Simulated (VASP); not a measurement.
# SrO (Pm-3m) in VASP: further runs

The runs below take SrO through single point, with r2SCAN.

Everything below comes from runs of VASP 6.6.1. Logs are shortened: lines on timing, memory, paths and dates and some standing lists are left out, and cuts for length are marked.

## (1) The cell of the first run

The structure is cubic, space group Pm-3m (No. 221). The conventional cell has a = 3.134 Å, b = 3.134 Å, c = 3.134 Å, α = 90.00°, β = 90.00°, γ = 90.00°. Sr (site symmetry m-3m) has 8 O at 2.71 Å and 6 Sr at 3.13 Å within 3.6 Å. O (site symmetry m-3m) has 8 Sr at 2.71 Å and 6 O at 3.13 Å within 3.6 Å.

## (2) Single point, r2SCAN (volume changed by +3%)

File POSCAR:

```
SrO
1.0
    3.1335885051      0.0000000000      0.0000000000
    0.0000000000      3.1335885051      0.0000000000
    0.0000000000      0.0000000000      3.1335885051
Sr O
1 1
Direct
    0.0000000000      0.0000000000      0.0000000000
    0.5000000000      0.5000000000      0.5000000000
```

File INCAR.step1:

```
SYSTEM = SrO
PREC = Accurate
ENCUT = 520
ISMEAR = 0
SIGMA = 0.01
LREAL = .False.
LASPH = .True.
NELM = 80
NBANDS = 15
GGA = PE
ALGO = Normal
EDIFF = 1E-4
LWAVE = .True.
LCHARG = .False.
```

File INCAR.step2:

```
SYSTEM = SrO
PREC = Accurate
ENCUT = 520
EDIFF = 1E-7
ISMEAR = 0
SIGMA = 0.01
LREAL = .False.
LASPH = .True.
NELM = 80
ALGO = Normal
ISIF = 2
LWAVE = .False.
LCHARG = .True.
METAGGA = R2SCAN
LMIXTAU = .True.
LELF = .True.
LVHAR = .True.
NBANDS = 15
ISTART = 1
```

File KPOINTS:

```
regular mesh
0
Gamma
  6 6 6
  0 0 0
```

Potentials or basis: VASP PAW PBE potentials, release 64 (Sr_sv, O).

The run is started by

```
$ cat potpaw_PBE.64/Sr_sv/POTCAR potpaw_PBE.64/O/POTCAR > POTCAR
$ cp INCAR.step1 INCAR
$ mpirun -np 1 vasp_std > vasp.out
$ cp INCAR.step2 INCAR
$ mpirun -np 1 vasp_std > vasp.out
```

OUTCAR:

```text
SYSTEM = SrO
   PREC = Accurate
   ENCUT = 520
   EDIFF = 1E-7
   ISMEAR = 0
   LREAL = .False.
   LASPH = .True.
   NELM = 80
   ISIF = 2
   METAGGA = R2SCAN
   ISTART = 1

 ion  position               nearest neighbor table
   1  0.000  0.000  0.000-   2 2.71   2 2.71   2 2.71   2 2.71   2 2.71   2 2.71   2 2.71   2 2.71

   2  0.500  0.500  0.500-   1 2.71   1 2.71   1 2.71   1 2.71   1 2.71   1 2.71   1 2.71   1 2.71

  LATTYP: Found a simple cubic cell.
 ALAT       =     3.1335885051

  Lattice vectors:

 A1 = (   3.1335885051,   0.0000000000,   0.0000000000)
 A2 = (   0.0000000000,   3.1335885051,   0.0000000000)
 A3 = (   0.0000000000,   0.0000000000,   3.1335885051)

Analysis of symmetry for initial positions (statically):
=====================================================================
 Subroutine PRICEL returns:
 Original cell was already a primitive cell.

 Routine SETGRP: Setting up the symmetry group for a
 simple cubic supercell.

 Subroutine GETGRP returns: Found 48 space group operations
 (whereof 48 operations were pure point group operations)
 out of a pool of 48 trial point group operations.

The static configuration has the point symmetry O_h .

Analysis of symmetry for dynamics (positions and initial velocities):
=====================================================================
 Subroutine PRICEL returns:
 Original cell was already a primitive cell.

 Routine SETGRP: Setting up the symmetry group for a
 simple cubic supercell.

 Subroutine GETGRP returns: Found 48 space group operations
 (whereof 48 operations were pure point group operations)
 out of a pool of 48 trial point group operations.

The dynamic configuration has the point symmetry O_h .

 Subroutine INISYM returns: Found 48 space group operations
 (whereof 48 operations are pure point group operations),
 and found     1 'primitive' translations

----------------------------------------------------------------------------------------

                                     Primitive cell

  volume of cell :      30.7699

  direct lattice vectors                    reciprocal lattice vectors
     3.133588505  0.000000000  0.000000000     0.319122948  0.000000000  0.000000000
     0.000000000  3.133588505  0.000000000     0.000000000  0.319122948  0.000000000
     0.000000000  0.000000000  3.133588505     0.000000000  0.000000000  0.319122948

  length of vectors
     3.133588505  3.133588505  3.133588505     0.319122948  0.319122948  0.319122948

  position of ions in fractional coordinates (direct lattice)
     0.000000000  0.000000000  0.000000000
     0.500000000  0.500000000  0.500000000

  ion indices of the primitive-cell ions
   primitive index   ion index
                 1           1
                 2           2

----------------------------------------------------------------------------------------

 KPOINTS: regular mesh

Automatic generation of k-mesh.
 Grid dimensions read from file:
 generate k-points for:    6    6    6

 Generating k-lattice:

  Cartesian coordinates                     Fractional coordinates (reciprocal lattice)
     0.053187158  0.000000000  0.000000000     0.166666667  0.000000000  0.000000000
     0.000000000  0.053187158  0.000000000     0.000000000  0.166666667  0.000000000
     0.000000000  0.000000000  0.053187158     0.000000000  0.000000000  0.166666667

  Length of vectors
     0.053187158  0.053187158  0.053187158

  Shift w.r.t. Gamma in fractional coordinates (k-lattice)
     0.000000000  0.000000000  0.000000000

 Subroutine IBZKPT returns following result:
 ===========================================

 Found     20 irreducible k-points:

 Following reciprocal coordinates:
            Coordinates               Weight
  0.000000  0.000000  0.000000      1.000000
  0.166667  0.000000  0.000000      6.000000
  0.333333  0.000000  0.000000      6.000000
  0.500000  0.000000  0.000000      3.000000
  0.166667  0.166667  0.000000     12.000000
  0.333333  0.166667  0.000000     24.000000
[... 12 lines left out ...]
  0.500000  0.500000  0.333333      6.000000
  0.500000  0.500000  0.500000      1.000000
   k-points           NKPTS =     20   k-points in BZ     NKDIM =     20   number of bands    NBANDS=     15
   number of dos      NEDOS =    301   number of ions     NIONS =      2
   total plane-waves  NPLWV =  13824
   dimension x,y,z NGX =    24 NGY =   24 NGZ =   24
   dimension x,y,z NGXF=    48 NGYF=   48 NGZF=   48
   ions per type =               1   1
   NGX,Y,Z   is equivalent  to a cutoff of  12.73, 12.73, 12.73 a.u.
   NGXF,Y,Z  is equivalent  to a cutoff of  25.47, 25.47, 25.47 a.u.
 SYSTEM =  SrO
   PREC   = accura    normal or accurate (medium, high low for compatibility)
   ISTART =      1    job   : 0-new  1-cont  2-samecut
   ICHARG =      0    charge: 1-file 2-atom 10-const
   ISPIN  =      1    spin polarized calculation?
   LNONCOLLINEAR =      F non collinear calculations
   LSORBIT =      F    spin-orbit coupling
   LASPH  =      T    aspherical Exc in radial PAW
   ENCUT  =  520.0 eV  38.22 Ry    6.18 a.u.   5.83  5.83  5.83*2*pi/ulx,y,z
   NELM   =     80;   NELMIN=  2; NELMDL=  0     # of ELM steps
   EDIFF  = 0.1E-06   stopping-criterion for ELM
   LREAL  =      F    real-space projection
   EDIFFG = 0.1E-05   stopping-criterion for IOM
   NSW    =      0    number of steps for IOM
   IBRION =     -1    ionic relax: 0-MD 1-quasi-New 2-CG
   NFREE  =      0    steps in history (QN), initial steepest desc. (CG)
   ISIF   =      2    stress and relaxation
   ISYM   =      2    0-nonsym 1-usesym 2-fastsym
   POTIM  = 0.5000    time-step for ionic-motion
   TEBEG  =    0.0;   TEEND  =   0.0 temperature during run
   PSTRESS=    0.0 pullay stress
   NELECT =      16.0000    total number of electrons
   NUPDOWN=      -1.0000    fix difference up-down
   EMIN   =  10.00;   EMAX   =-10.00  energy-range for DOS
   EFERMI =   0.00;   METHOD = LEGACY
   ISMEAR =     0;   SIGMA  =   0.01  broadening in eV -4-tet -1-fermi 0-gaus
   EFERMI_NEDOS =   21; number of points for ismear=-14 and -15
   IALGO  =     38    algorithm
   IMIX   =      4    mixing-type and parameters
     AMIX     =   0.40;   BMIX     =  1.00
     AMIX_MAG =   1.60;   BMIX_MAG =  1.00
  volume/ion in A,a.u.               =      15.38       103.82
  Fermi-wavevector in a.u.,A,eV,Ry     =   1.316456  2.487740 23.579647  1.733055
  Thomas-Fermi vector in A             =   2.446566
   LORBIT       =      0    0 simple, 1 ext, 2 COOP (PROOUT), +10 PAW based schemes
   METAGGA = R2SCAN    functional components
   LHFCALC =     F    Hartree Fock is set to
   AEXX    =    0.0000 exact exchange contribution
   IVDW    =     0    specifies the selected vdW correction
   LEPSILON=     F    determine dielectric tensor
   LRPA    =     F    only Hartree local field effects (RPA)
 non-spin polarized calculation
 Gauss-broadening in eV      SIGMA  =   0.01
  energy-cutoff  :      520.00
  volume of cell :       30.77
 maximum number of plane-waves:       844
 NGX is ok and might be reduce to    24
   NGX = 11   NGY = 11   NGZ = 11

 number of electron      16.0000002 magnetization

 Free energy of the ion-electron system (eV)
  ---------------------------------------------------
  ext. energy  EPLUGINS =         0.00000000
  ---------------------------------------------------
  free energy    TOTEN  =       -26.28343735 eV

  energy without entropy =      -26.28343735  energy(sigma->0) =      -26.28343735

 E-fermi :   2.8117     XC(G=0): -11.2434

 val. band max:        2.7009710825   @ k =   0.5000   0.5000   0.0000
 cond. band min:       5.9411071067   @ k =   0.0000   0.0000   0.0000
 fundamental gap:      3.2401360242
 Fermi energy:         2.8116803485

 k-point     1 :       0.0000    0.0000    0.0000
  band No.  band energies     occupation
      1     -32.4147      2.00000
      2     -13.8865      2.00000
      3     -13.0463      2.00000
      4     -13.0463      2.00000
      5     -13.0463      2.00000
      6       2.6260      2.00000
      7       2.6260      2.00000
      8       2.6260      2.00000
      9       5.9411      0.00000
     10       5.9411      0.00000
     11       7.9905      0.00000
     12      13.6207      0.00000
     13      13.6207      0.00000
     14      13.6207      0.00000
     15      22.9219      0.00000

 k-point     2 :       0.1667    0.0000    0.0000
  band No.  band energies     occupation
      1     -32.3651      2.00000
      2     -14.5196      2.00000
      3     -13.0007      2.00000
      4     -13.0007      2.00000
      5     -12.6625      2.00000
      6       1.7002      2.00000
      7       2.4935      2.00000
      8       2.4935      2.00000
      9       6.1753      0.00000
     10       7.1671      0.00000
     11       9.0788      0.00000
     12      13.2318      0.00000
     13      13.2318      0.00000
     14      13.7486      0.00000
     15      20.0539      0.00000

 k-point     3 :       0.3333    0.0000    0.0000
  band No.  band energies     occupation
      1     -32.2635      2.00000
      2     -15.3742      2.00000
      3     -12.9075      2.00000
      4     -12.9075      2.00000
      5     -12.2508      2.00000
      6       0.3815      2.00000
      7       2.2152      2.00000
      8       2.2152      2.00000
      9       6.7200      0.00000
     10       9.5193      0.00000
     11      11.5300      0.00000
     12      12.6798      0.00000
     13      12.6798      0.00000
     14      14.0219      0.00000
     15      17.1957      0.00000

 k-point     4 :       0.5000    0.0000    0.0000
  band No.  band energies     occupation
      1     -32.2115      2.00000
      2     -15.7348      2.00000
      3     -12.8599      2.00000
      4     -12.8599      2.00000
      5     -12.0868      2.00000
      6      -0.1606      2.00000
      7       2.0702      2.00000
      8       2.0702      2.00000
      9       7.0471      0.00000
     10      10.5495      0.00000
     11      12.4835      0.00000
     12      12.4835      0.00000
     13      13.7108      0.00000
     14      14.1687      0.00000
     15      16.0734      0.00000
[... 235 lines left out ...]
 k-point    18 :       0.5000    0.3333    0.3333
  band No.  band energies     occupation
      1     -31.9437      2.00000
      2     -14.4072      2.00000
      3     -13.8518      2.00000
      4     -13.7866      2.00000
      5     -13.1595      2.00000
      6       0.3256      2.00000
      7       0.4583      2.00000
      8       1.0585      2.00000
      9      10.0533      0.00000
     10      11.0620      0.00000
     11      11.4710      0.00000
     12      11.8093      0.00000
     13      13.2831      0.00000
     14      17.1967      0.00000
     15      18.1597      0.00000

 k-point    19 :       0.5000    0.5000    0.3333
  band No.  band energies     occupation
      1     -31.8988      2.00000
      2     -14.1397      2.00000
      3     -14.1397      2.00000
      4     -13.7495      2.00000
      5     -13.3170      2.00000
      6       0.2216      2.00000
      7       0.2216      2.00000
      8       0.3939      2.00000
      9      10.7032      0.00000
     10      11.2862      0.00000
     11      11.2862      0.00000
     12      12.2174      0.00000
     13      16.1262      0.00000
     14      17.3216      0.00000
     15      17.3216      0.00000

 k-point    20 :       0.5000    0.5000    0.5000
  band No.  band energies     occupation
      1     -31.8547      2.00000
      2     -14.0615      2.00000
      3     -14.0615      2.00000
      4     -14.0615      2.00000
      5     -13.2292      2.00000
      6      -0.1532      2.00000
      7      -0.1532      2.00000
      8      -0.1532      2.00000
      9      11.4892      0.00000
     10      11.4892      0.00000
     11      11.4892      0.00000
     12      16.1954      0.00000
     13      16.1954      0.00000
     14      17.0850      0.00000
     15      17.0850      0.00000

------------------------ aborting loop because EDIFF is reached ----------------------------------------

  FORCE on cell =-STRESS in cart. coord.  units (eV):
  Direction    XX          YY          ZZ          XY          YZ          ZX
  --------------------------------------------------------------------------------------
  -------------------------------------------------------------------------------------
  Total       -0.4124961     -0.4124961     -0.4124961     -0.0000000      0.0000000      0.0000000
  in kB      -21.4785303    -21.4785303    -21.4785303     -0.0000000      0.0000000      0.0000000
  external PRESSURE =     -21.4785303 kB  Pullay stress =       0.0000000 kB

 VOLUME and BASIS-vectors are now :
 -----------------------------------------------------------------------------
  energy-cutoff  :      520.00
  volume of cell :       30.77
      direct lattice vectors                 reciprocal lattice vectors
     3.133588505  0.000000000  0.000000000     0.319122948  0.000000000  0.000000000
     0.000000000  3.133588505  0.000000000     0.000000000  0.319122948  0.000000000
     0.000000000  0.000000000  3.133588505     0.000000000  0.000000000  0.319122948

 POSITION                                       TOTAL-FORCE (eV/Angst)
 -----------------------------------------------------------------------------------
      0.00000      0.00000      0.00000         0.000000      0.000000      0.000000
      1.56679      1.56679      1.56679         0.000000      0.000000      0.000000
 -----------------------------------------------------------------------------------
    total drift:                                0.000000      0.000000     -0.000000

  FREE ENERGIE OF THE ION-ELECTRON SYSTEM (eV)
  ---------------------------------------------------
  free  energy   TOTEN  =       -26.2834373493 eV

  energy  without entropy=      -26.2834373493  energy(sigma->0) =      -26.28343735
```

Run time: 13 s. Hardware: 1 thread of Intel Xeon 6975P-C (Granite Rapids), shared host; peak memory 0.14 GiB.

Results:

- Free energy: -26.2834 eV
- Pressure: -2.1 GPa
- Band gap on the k mesh: 3.24 eV, indirect (least direct gap 3.32 eV)

Levels at points of the mesh, in eV from the valence-band top:
| k point | band 6 | band 7 | band 8 | band 9 | band 10 | band 11 |
| --- | --- | --- | --- | --- | --- | --- |
| (0.00, 0.00, 0.00) | -0.08 | -0.08 | -0.08 | 3.24 | 3.24 | 5.29 |
| (0.50, 0.00, 0.00) | -2.86 | -0.63 | -0.63 | 4.35 | 7.85 | 9.78 |
| (0.50, 0.50, 0.00) | -1.25 | -1.25 | 0.00 | 4.69 | 5.08 | 8.05 |
| (0.50, 0.50, 0.50) | -2.85 | -2.85 | -2.85 | 8.79 | 8.79 | 8.79 |

Caveat: the cell differs from its parent crystal (volume changed by +3%); the PAW data sets were made with another functional, which shifts forces and pressure a little.

## (3) Single point, r2SCAN (volume changed by +6%)

File POSCAR:

```
SrO
1.0
    3.1637210123      0.0000000000      0.0000000000
    0.0000000000      3.1637210123      0.0000000000
    0.0000000000      0.0000000000      3.1637210123
Sr O
1 1
Direct
    0.0000000000      0.0000000000      0.0000000000
    0.5000000000      0.5000000000      0.5000000000
```

File INCAR.step1:

```
ALGO = Normal ; EDIFF = 1E-4
ENCUT = 520 ; GGA = PE
ISMEAR = 0 ; LASPH = True
LCHARG = False ; LREAL = False
LWAVE = True ; NBANDS = 15
NELM = 60 ; PREC = Accurate
SIGMA = 0.01
```

File INCAR.step2:

```
ALGO = Normal ; EDIFF = 1E-6
ENCUT = 520 ; ISIF = 2
ISMEAR = 0 ; ISTART = 1
LASPH = True ; LCHARG = False
LMIXTAU = True ; LREAL = False
LWAVE = False ; METAGGA = R2SCAN
NBANDS = 15 ; NELM = 60
PREC = Accurate ; SIGMA = 0.01
```

File KPOINTS:

```
k-points
0
Gamma
  6 6 6
```

Potentials or basis: VASP PAW PBE potentials, release 64 (Sr_sv, O).

The run is started by

```
$ cat potpaw_PBE.64/Sr_sv/POTCAR potpaw_PBE.64/O/POTCAR > POTCAR
$ cp INCAR.step1 INCAR
$ mpirun -np 1 vasp_std > vasp.out
$ cp INCAR.step2 INCAR
$ mpirun -np 1 vasp_std > vasp.out
```

Run time: 13 s. Hardware: 1 thread of Intel Xeon 6975P-C (Granite Rapids), shared host; peak memory 0.14 GiB.

It converged, with:

* Free energy: -26.2652 eV
* Pressure: -4.6 GPa
* Band gap on the k mesh: 3.24 eV, indirect (least direct gap 3.33 eV)

Levels at points of the mesh, in eV from the valence-band top:
| k point | band 4 | band 5 | band 6 | band 7 | band 8 | band 9 | band 10 | band 11 | band 12 | band 13 |
| --- | --- | --- | --- | --- | --- | --- | --- | --- | --- | --- |
| (0.00, 0.00, 0.00) | -15.87 | -15.87 | -0.09 | -0.09 | -0.09 | 3.24 | 3.24 | 4.97 | 10.69 | 10.69 |
| (0.50, 0.00, 0.00) | -15.71 | -14.89 | -2.81 | -0.60 | -0.60 | 4.30 | 7.63 | 9.57 | 9.57 | 10.60 |
| (0.50, 0.50, 0.00) | -16.22 | -15.57 | -1.25 | -1.25 | 0.00 | 4.59 | 4.98 | 7.92 | 7.92 | 12.90 |
| (0.50, 0.50, 0.50) | -16.82 | -15.91 | -2.75 | -2.75 | -2.75 | 8.58 | 8.58 | 8.58 | 13.16 | 13.16 |

Caveat: the cell differs from its parent crystal (volume changed by +6%); the PAW data sets were made with another functional, which shifts forces and pressure a little. A k mesh can miss the band edges.

## (4) Single point, r2SCAN

This run uses another cell than the first one, of 14.94 Å³/atom, 0.971 times its volume.

File POSCAR:

```
SrO
1.0
    3.1028650707      0.0000000000      0.0000000000
    0.0000000000      3.1028650707      0.0000000000
    0.0000000000      0.0000000000      3.1028650707
Sr O
1 1
Direct
    0.0000000000      0.0000000000      0.0000000000
    0.5000000000      0.5000000000      0.5000000000
```

File INCAR.step1:

```
SYSTEM = SrO
  PREC = Accurate
  ENCUT = 520
  ISMEAR = 0
  SIGMA = 0.01
  LREAL = .FALSE.
  LASPH = .TRUE.
  NELM = 100
  NBANDS = 15
  GGA = PE
  ALGO = Normal
  EDIFF = 1E-4
  LWAVE = .TRUE.
  LCHARG = .FALSE.
```

File INCAR.step2:

```
SYSTEM = SrO
  PREC = Accurate
  ENCUT = 520
  EDIFF = 1E-6
  ISMEAR = 0
  SIGMA = 0.01
  LREAL = .FALSE.
  LASPH = .TRUE.
  NELM = 100
  ALGO = Normal
  ISIF = 2
  LWAVE = .FALSE.
  LCHARG = .FALSE.
  METAGGA = R2SCAN
  LMIXTAU = .TRUE.
  NBANDS = 15
  ISTART = 1
```

File KPOINTS:

```
regular mesh
0
G
  8 8 8
  0 0 0
```

The run is started by

```
$ cat potpaw_PBE.64/Sr_sv/POTCAR potpaw_PBE.64/O/POTCAR > POTCAR
$ cp INCAR.step1 INCAR
$ mpirun -np 1 vasp_std > vasp.out
$ cp INCAR.step2 INCAR
$ mpirun -np 1 vasp_std > vasp.out
```

Wall time 17 s (1 thread of Intel Xeon 6975P-C (Granite Rapids), shared host); peak memory 0.15 GiB.

Results (log left out):

```yaml
Free_energy: -26.2870 eV
Pressure: 0.8 GPa
Band_gap_on_the_k_mesh: 3.24 eV, indirect (least direct gap 3.30 eV)
```

Levels at points of the mesh, in eV from the valence-band top:
| k point | band 5 | band 6 | band 7 | band 8 | band 9 | band 10 | band 11 | band 12 |
| --- | --- | --- | --- | --- | --- | --- | --- | --- |
| (0.00, 0.00, 0.00) | -15.61 | -0.06 | -0.06 | -0.06 | 3.24 | 3.24 | 5.63 | 11.16 |
| (0.50, 0.00, 0.00) | -14.68 | -2.92 | -0.66 | -0.66 | 4.39 | 8.08 | 10.01 | 10.01 |
| (0.50, 0.50, 0.00) | -15.25 | -1.24 | -1.24 | 0.00 | 4.79 | 5.18 | 8.18 | 8.18 |
| (0.50, 0.50, 0.50) | -15.96 | -2.97 | -2.97 | -2.97 | 9.01 | 9.01 | 9.01 | 13.85 |

Caveat: the PAW data sets were made with another functional, which shifts forces and pressure a little. r2SCAN opens gaps a little over a GGA but as a rule still falls short of measured ones.

## (5) Overview

| cell | k mesh | gap on the mesh (eV) | pressure (GPa) |
| --- | --- | --- | --- |
| a = 3.134 Å, 2 atoms | 6 × 6 × 6 | 3.24 | -2.1 |
| a = 3.164 Å, 2 atoms | 6 × 6 × 6 | 3.24 | -4.6 |
| a = 3.103 Å, 2 atoms | 8 × 8 × 8 | 3.24 | 0.8 |

Alike in all rows: task single point; level r2SCAN; potentials or basis VASP PAW PBE potentials, release 64 (Sr_sv, O); no spin polarisation; cutoff (eV) 520; smearing gaussian 0.01 eV.

Caveats: the PAW data sets were made with another functional, which shifts forces and pressure a little.

Total energies depend on the potentials used, so only differences within one code and one set of settings carry meaning.
